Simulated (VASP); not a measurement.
Au: single point with RPBE+D4

The system is Au.

```
CELL_PARAMETERS angstrom
0.00000 2.03500 2.03500
2.03500 0.00000 2.03500
2.03500 2.03500 0.00000
ATOMIC_POSITIONS crystal
Au 0.00000 0.00000 0.00000
```

```yaml
Program: VASP 6.6.1
Task: single point
Functional: RPBE
Dispersion: D4
Potentials_or_basis: VASP PAW PBE potentials, release 64 (Au)
Cutoff: 520 eV
k_mesh: 11 × 11 × 11
Occupations: fermi-dirac, width 0.025 eV
Spin: collinear spin, ferromagnetic start
Starting_moments: "[-0.11] μB"
```

```
Pressure                                              : 3.1 GPa
Net moment                                            : 0.00 μB per cell
Valence electrons inside the program's atomic spheres : Au 9.68
Dispersion energy per atom                            : -1.318 eV
```

Levels at points of the mesh, in eV from the Fermi level:
Spin up:
```tsv
k point	band 4	band 5	band 6	band 7	band 8	band 9
(0.00, 0.00, 0.00)	-4.81	-3.28	-3.28	14.44	18.53	18.53
```
Spin down:
| k point | band 4 | band 5 | band 6 | band 7 | band 8 | band 9 |
| --- | --- | --- | --- | --- | --- | --- |
| (0.00, 0.00, 0.00) | -4.81 | -3.28 | -3.28 | 14.44 | 18.53 | 18.53 |

Wall time 25 s on 1 thread of Intel(R) Xeon(R) Platinum 8488C (Sapphire Rapids) (shared host), peak memory 0.16 GiB.

Caveat: the PAW data sets were made with another functional, which shifts forces and pressure a little; spin-orbit coupling is left out, which moves the levels of the heavy elements; pairwise dispersion overbinds metals, which lowers pressure and volume.
